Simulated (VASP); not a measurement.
# Si4O7 (a cell with a defect) in VASP: further runs, part 2 of 3

VASP 6.6.1. Earlier steps stand in the parts before.

## 4. Single point, LDA (atom 9 moved 0.000 of the way to it and -0.250 Å across, host rigid)

Input file INCAR:

```
PREC     = Accurate       # precision mode
ENCUT    = 520            # plane-wave cutoff, eV
EDIFF    = 1E-7           # SCF threshold, eV
ISMEAR   = 0              # smearing method
SIGMA    = 0.05           # smearing width, eV
LREAL    = False          # projectors in reciprocal space
LASPH    = True           # aspherical terms in the spheres
NELM     = 80             # most SCF steps
ALGO     = Normal         # electronic algorithm
ISIF     = 2              # what is computed and relaxed
LWAVE    = False          # write WAVECAR
LCHARG   = True           # write CHGCAR
GGA      = CA             # functional
LELF     = True           # ELF
LVHAR    = True         
NBANDS   = 40             # bands
```

Input file KPOINTS:

```
Automatic mesh
0
Gamma
  6 6 6
```

Input file POSCAR:

```
Si4O7
1.0
    0.0000000000      4.1548619959     -2.6614337333
    0.0000000000     -4.1548619959     -2.6614337333
   -4.1548619959      0.0000000000      2.6614337333
Si O
4 7
Direct
    0.2500000000      0.7500000000      0.5000000000
    0.7500000000      0.2500000000      0.5000000000
    0.0000000000      0.0000000000      1.0000000000
    0.5000000000      0.5000000000      1.0000000000
    1.0000000000      0.3055647994      0.3055647994
    0.5555647994      0.7500000000      0.8055647994
    0.0555647994      0.2500000000      0.8055647994
    0.0000000000      0.6944352006      0.6944352006
    0.4574530525      0.1944352006      0.6518882531
    0.9444352006      0.7500000000      0.1944352006
    0.4444352006      0.2500000000      0.1944352006
```

Potentials or basis: VASP PAW LDA potentials, release 64 (Si, O).

Started as:

```
cat potpaw_LDA.64/Si/POTCAR potpaw_LDA.64/O/POTCAR > POTCAR
mpirun -np 1 vasp_std > vasp.out
```

OUTCAR:

```text
PREC = Accurate
   ENCUT = 520
   EDIFF = 1E-7
   ISMEAR = 0
   LREAL = False
   LASPH = True
   NELM = 80
   ISIF = 2
   GGA = CA

 ion  position               nearest neighbor table
   1  0.250  0.750  0.500-   5 1.75   8 1.75   9 1.77   6 1.80  10 1.80   2 2.66   2 2.66
   2  0.750  0.250  0.500-   5 1.75   8 1.75   9 1.77   7 1.80  11 1.80   1 2.66   1 2.66
   3  0.000  0.000  0.000-   6 1.75   7 1.75  10 1.75  11 1.75   5 1.80   8 1.80   4 2.66   4 2.66

   4  0.500  0.500  0.000-   6 1.75   7 1.75  10 1.75  11 1.75   9 1.81   3 2.66   3 2.66
   5  0.000  0.306  0.306-   1 1.75   2 1.75   3 1.80
   6  0.556  0.750  0.806-   3 1.75   4 1.75   1 1.80
[... 1259 lines left out ...]

 VOLUME and BASIS-vectors are now :
 -----------------------------------------------------------------------------
  energy-cutoff  :      520.00
  volume of cell :       91.89
      direct lattice vectors                 reciprocal lattice vectors
     0.000000000  4.154861996 -2.661433733    -0.120340940  0.120340940 -0.187868664
     0.000000000 -4.154861996 -2.661433733    -0.120340940 -0.120340940 -0.187868664
    -4.154861996  0.000000000  2.661433733    -0.240681881  0.000000000  0.000000000

 POSITION                                       TOTAL-FORCE (eV/Angst)
 -----------------------------------------------------------------------------------
     -2.07743     -2.07743     -1.33072         0.609343      0.228259     -1.397333
     -2.07743      2.07743     -1.33072         0.609343      0.228259      1.397333
      0.00000      0.00000      0.00000        -0.207027     -0.082685      0.000000
      0.00000      0.00000     -2.66143         0.035567     -0.203409     -0.000000
     -1.26958     -1.26958      0.00000         0.250088      0.105274     -0.000000
     -3.34701     -0.80785     -1.33072        -0.086918     -0.810222     -0.619467
     -3.34701     -0.80785      1.33072        -0.086918     -0.810222      0.619467
     -2.88528     -2.88528      0.00000        -0.111834     -0.075805     -0.000000
     -2.70851      1.09280      0.00000        -2.491316      1.482905      0.000000
     -0.80785      0.80785     -3.99215         0.739837     -0.031176      0.590127
     -0.80785      0.80785     -1.33072         0.739837     -0.031176     -0.590127
 -----------------------------------------------------------------------------------
    total drift:                               -0.000331      0.000057     -0.000000

  FREE ENERGIE OF THE ION-ELECTRON SYSTEM (eV)
  ---------------------------------------------------
  free  energy   TOTEN  =       -91.1091485539 eV

  energy  without entropy=      -91.1091485539  energy(sigma->0) =      -91.10914855
```

Run time: 3.6 min. Hardware: 1 thread of Intel Xeon Platinum 8488C (Sapphire Rapids), shared host; peak memory 0.3 GiB.

What came out:

* Free energy: -91.1091 eV
* Pressure: -1.0 GPa
* Largest force: 2.899 eV/Å
* Band gap on the k mesh: 1.91 eV

Forces in eV/Å, atoms in the order of the input:
```
Si   0.609  0.228 -1.397
Si   0.609  0.228  1.397
Si  -0.207 -0.083  0.000
Si   0.036 -0.203  0.000
O    0.250  0.105  0.000
O   -0.087 -0.810 -0.619
O   -0.087 -0.810  0.619
O   -0.112 -0.076  0.000
O   -2.491  1.483  0.000
O    0.740 -0.031  0.590
O    0.740 -0.031 -0.590
```

Caveat: the cell differs from its parent crystal (atom 9 moved 0.000 of the way to it and -0.250 Å across, host rigid).

## 5. Single point, LDA (atom 9 moved -0.125 of the way to it and -0.125 Å across, host rigid)

Input file INCAR:

```
  PREC = Accurate
  ENCUT = 520
  EDIFF = 1E-7
  ISMEAR = 0
  SIGMA = 0.05
  LREAL = False
  LASPH = True
  NELM = 80
  ALGO = Normal
  ISIF = 2
  LWAVE = False
  LCHARG = False
  NBANDS = 40
```

KPOINTS is that of step 4.

POSCAR: that of step 4 with these lines changed.

```diff
@@ -16,3 +16,3 @@
     0.0000000000      0.6944352006      0.6944352006
-    0.4574530525      0.1944352006      0.6518882531
+    0.4787265262      0.2430440008      0.7217705270
     0.9444352006      0.7500000000      0.1944352006
```

Potentials or basis: VASP PAW LDA potentials, release 64 (Si, O).

Started as:

```
cat potpaw_LDA.64/Si/POTCAR potpaw_LDA.64/O/POTCAR > POTCAR
mpirun -np 1 vasp_std > vasp.out
```

OUTCAR:

```text
PREC = Accurate
   ENCUT = 520
   EDIFF = 1E-7
   ISMEAR = 0
   LREAL = False
   LASPH = True
   NELM = 80
   ISIF = 2

 ion  position               nearest neighbor table
   1  0.250  0.750  0.500-   5 1.75   8 1.75   6 1.80  10 1.80   9 1.96   2 2.66   2 2.66
   2  0.750  0.250  0.500-   5 1.75   8 1.75   7 1.80  11 1.80   9 1.96   1 2.66   1 2.66
   3  0.000  0.000  0.000-   6 1.75   7 1.75  10 1.75  11 1.75   5 1.80   8 1.80   4 2.66   4 2.66

   4  0.500  0.500  0.000-   9 1.52   7 1.75   6 1.75  10 1.75  11 1.75   3 2.66   3 2.66
   5  0.000  0.306  0.306-   1 1.75   2 1.75   3 1.80
   6  0.556  0.750  0.806-   3 1.75   4 1.75   1 1.80
[... 1260 lines left out ...]
 VOLUME and BASIS-vectors are now :
 -----------------------------------------------------------------------------
  energy-cutoff  :      520.00
  volume of cell :       91.89
      direct lattice vectors                 reciprocal lattice vectors
     0.000000000  4.154861996 -2.661433733    -0.120340940  0.120340940 -0.187868664
     0.000000000 -4.154861996 -2.661433733    -0.120340940 -0.120340940 -0.187868664
    -4.154861996  0.000000000  2.661433733    -0.240681881  0.000000000  0.000000000

 POSITION                                       TOTAL-FORCE (eV/Angst)
 -----------------------------------------------------------------------------------
     -2.07743     -2.07743     -1.33072        -0.434225     -0.586788     -1.832186
     -2.07743      2.07743     -1.33072        -0.434225     -0.586788      1.832186
      0.00000      0.00000      0.00000        -0.088163     -0.138650      0.000000
      0.00000      0.00000     -2.66143        -3.354120     -2.852788      0.000000
     -1.26958     -1.26958      0.00000         0.226760      0.140504      0.000000
     -3.34701     -0.80785     -1.33072        -0.458121     -1.633824     -1.072536
     -3.34701     -0.80785      1.33072        -0.458121     -1.633824      1.072536
     -2.88528     -2.88528      0.00000        -0.063721     -0.047081      0.000000
     -2.99886      0.97923      0.00000         6.691558      7.900472     -0.000000
     -0.80785      0.80785     -3.99215        -0.813812     -0.280617     -0.383946
     -0.80785      0.80785     -1.33072        -0.813812     -0.280617      0.383946
 -----------------------------------------------------------------------------------
    total drift:                                0.000055     -0.000112      0.000001

  FREE ENERGIE OF THE ION-ELECTRON SYSTEM (eV)
  ---------------------------------------------------
  free  energy   TOTEN  =       -90.2185214615 eV

  energy  without entropy=      -90.2185214615  energy(sigma->0) =      -90.21852146
```

OSZICAR:

```text
N       E                     dE             d eps       ncg     rms          rms(c)
DAV:   1     0.281033011745E+03    0.28103E+03   -0.32271E+04  5440   0.140E+03
DAV:   2    -0.837261431330E+02   -0.36476E+03   -0.35556E+03  6560   0.309E+02
DAV:   3    -0.995348444092E+02   -0.15809E+02   -0.15744E+02  7032   0.661E+01
DAV:   4    -0.996549891736E+02   -0.12014E+00   -0.12005E+00  6992   0.648E+00
DAV:   5    -0.996560719543E+02   -0.10828E-02   -0.10827E-02  6992   0.587E-01    0.248E+01
DAV:   6    -0.903605752850E+02    0.92955E+01   -0.33365E+01  6400   0.299E+01    0.121E+01
DAV:   7    -0.902931859436E+02    0.67389E-01   -0.13823E+00  6600   0.580E+00    0.439E+00
DAV:   8    -0.902311268549E+02    0.62059E-01   -0.72602E-02  6840   0.178E+00    0.176E+00
DAV:   9    -0.902184556148E+02    0.12671E-01   -0.14754E-02  6856   0.941E-01    0.264E-01
DAV:  10    -0.902185793444E+02   -0.12373E-03   -0.24225E-03  6528   0.259E-01    0.210E-01
DAV:  11    -0.902185204519E+02    0.58893E-04   -0.37635E-04  6552   0.150E-01    0.782E-02
DAV:  12    -0.902185210726E+02   -0.62077E-06   -0.73829E-05  6688   0.591E-02    0.301E-02
DAV:  13    -0.902185216191E+02   -0.54644E-06   -0.72999E-06  6848   0.149E-02    0.134E-02
DAV:  14    -0.902185214891E+02    0.12993E-06   -0.19950E-06  6520   0.999E-03    0.558E-03
DAV:  15    -0.902185214615E+02    0.27629E-07   -0.28590E-07  5656   0.339E-03
   1 F= -.90218521E+02 E0= -.90218521E+02  d E =-.197494E-17
```

stdout:

```text
POSCAR found type information on POSCAR SiO
 POSCAR found :  2 types and      11 ions
 scaLAPACK will be used
 LDA part: xc-table for (Slater(with rela. corr.)+CA(PZ))
 , standard interpolation
 POSCAR, INCAR and KPOINTS ok, starting setup
 FFT: planning ... GRIDC
 FFT: planning ... GRID_SOFT
 FFT: planning ... GRID
 WAVECAR not read
 entering main loop
```

Run time: 3.8 min. Hardware: 1 thread of Intel Xeon Platinum 8488C (Sapphire Rapids), shared host; peak memory 0.3 GiB.

Results:

* Free energy: -90.2185 eV
* Pressure: 3.9 GPa
* Largest force: 10.353 eV/Å
* Band gap on the k mesh: 2.11 eV

Forces in eV/Å, atoms in the order of the input:
```
Si  -0.434 -0.587 -1.832
Si  -0.434 -0.587  1.832
Si  -0.088 -0.139  0.000
Si  -3.354 -2.853  0.000
O    0.227  0.141  0.000
O   -0.458 -1.634 -1.073
O   -0.458 -1.634  1.073
O   -0.064 -0.047  0.000
O    6.692  7.900  0.000
O   -0.814 -0.281 -0.384
O   -0.814 -0.281  0.384
```

Levels at points of the mesh, in eV from the valence-band top:
```
           k point  band 26  band 27  band 28  band 29  band 30  band 31  band 32  band 33
(0.00, 0.00, 0.00)    -2.55    -2.47    -2.41    -1.33     3.86     4.17     5.09     6.31
(0.50, 0.00, 0.00)    -2.92    -2.40    -2.01    -0.19     3.49     3.71     6.60     6.70
(0.50, 0.00, 0.50)    -2.86    -2.65    -2.01    -0.59     2.11     4.32     6.84     7.42
(0.50, 0.50, 0.00)    -2.91    -2.76    -2.14    -0.61     2.83     5.05     6.76     6.92
(0.00, 0.00, 0.50)    -2.85    -2.80    -2.22    -0.60     2.73     5.00     6.75     6.99
(0.50, 0.50, 0.50)    -3.91    -3.54    -3.17    -0.03     2.90     4.25     6.48     6.65
```

Caveat: the cell differs from its parent crystal (atom 9 moved -0.125 of the way to it and -0.125 Å across, host rigid).

(Part 2 of 3 ends here.)
